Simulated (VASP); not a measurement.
**Au: single point with PBEsol**

Au:

```
Au
1.0
     0.00000    1.96368    1.88186
     1.96368    0.00000    1.88186
     1.96368    1.96368    0.00000
Au
1
Direct
  0.00000 0.00000 0.00000
```

This cell differs from its parent crystal: strain -0.040 along x and y, -0.080 along z.

| Property | Result |
| --- | --- |
| Program | VASP 6.6.1 |
| Task | single point |
| Functional | PBEsol |
| Potentials or basis | VASP PAW PBE potentials, release 64 (Au) |
| Cutoff | 520 eV |
| k mesh | 20 × 20 × 20 |
| Occupations | gaussian, width 0.15 eV |
| Spin | no spin polarisation |
| Dipole correction | no |
| Further INCAR settings | ALGO = Normal; EDIFF = 1e-06; NBANDS = 12 |

```
Pressure : 43.4 GPa
```

Stress tensor (GPa, compression positive):
```
42.79  0.00  0.00
 0.00 42.79  0.00
 0.00  0.00 44.66
```

Levels at points of the mesh, in eV from the Fermi level:
| k point | band 2 | band 3 | band 4 | band 5 | band 6 | band 7 | band 8 | band 9 | band 10 | band 11 |
| --- | --- | --- | --- | --- | --- | --- | --- | --- | --- | --- |
| (0.00, 0.00, 0.00) | -5.90 | -5.90 | -5.43 | -4.00 | -3.48 | 14.08 | 18.62 | 18.62 | 19.72 | 24.45 |
| (0.50, 0.00, 0.00) | -6.05 | -5.57 | -2.26 | -2.01 | -1.90 | 3.95 | 13.48 | 17.72 | 18.67 | 26.93 |
| (0.50, 0.50, 0.00) | -8.44 | -2.19 | -1.68 | -1.68 | 0.98 | 7.87 | 9.77 | 9.77 | 18.49 | 21.65 |
| (0.50, 0.00, 0.50) | -8.43 | -2.20 | -1.91 | -1.53 | 0.12 | 6.74 | 10.45 | 10.72 | 19.19 | 22.34 |

Wall time 35 s on 1 thread of Intel(R) Xeon(R) 6975P-C (Granite Rapids), on a shared host, peak memory 0.21 GiB.

Caveat: the cell differs from its parent crystal (strain -0.040 along x and y, -0.080 along z); the PAW data sets were made with another functional, which shifts forces and pressure a little; spin-orbit coupling is left out, which moves the levels of the heavy elements.
